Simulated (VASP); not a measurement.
Wanted: the native input for a VASP 6.6.1 run.

```yaml
Task: single point
Functional: PBEsol
Potentials_or_basis: VASP PAW PBE potentials, release 64 (Zn, Se)
Cutoff: 500 eV
k_mesh: 4 × 4 × 2
Occupations: gaussian, width 0.01 eV
Spin: no spin polarisation
Dipole_correction: no
Further_INCAR_settings: ALGO = Normal; EDIFF = 1e-06; NBANDS = 26
```

The structure of ZnSe lies in POSCAR:

```
ZnSe
1.0
    4.1077020000      0.0000000000      0.0000000000
    0.0000000000      4.1077020000      0.0000000000
    0.0000000000      0.0000000000      6.0703500000
Zn Se
2 2
Direct
    0.0000000000      0.0000000000      0.0000000000
    0.5000000000      0.5000000000      0.0000000000
    0.0000000000      0.5000000000      0.2462800003
    0.5000000000      0.0000000000      0.7537199997
```

One way to write it, as run:

INCAR

```
SYSTEM = ZnSe
ALGO = Normal
EDIFF = 1E-6
ENCUT = 500
GGA = PS
GGA_COMPAT = .False.
ISIF = 2
ISMEAR = 0
LASPH = .True.
LCHARG = .False.
LREAL = .False.
LWAVE = .False.
NBANDS = 26
NELM = 120
PREC = Accurate
SIGMA = 0.01
```

KPOINTS

```
k-points
0
Gamma
  4 4 2
  0 0 0
```

Potentials or basis: VASP PAW PBE potentials, release 64 (Zn, Se).

Run with:

```sh
$ cat potpaw_PBE.64/Zn/POTCAR potpaw_PBE.64/Se/POTCAR > POTCAR
$ mpirun -np 1 vasp_std > vasp.out
```

Results of the run:

* Pressure: -2.5 GPa
* Largest force: 0.361 eV/Å
* Band gap on the k mesh: 1.85 eV

Caveat: the k points lie up to 0.52 Å⁻¹ apart; the PAW data sets were made with another functional, which shifts forces and pressure a little.

Wall time 15 s on 1 thread of Intel(R) Xeon(R) 6975P-C (Granite Rapids) (shared host), peak memory 0.2 GiB.
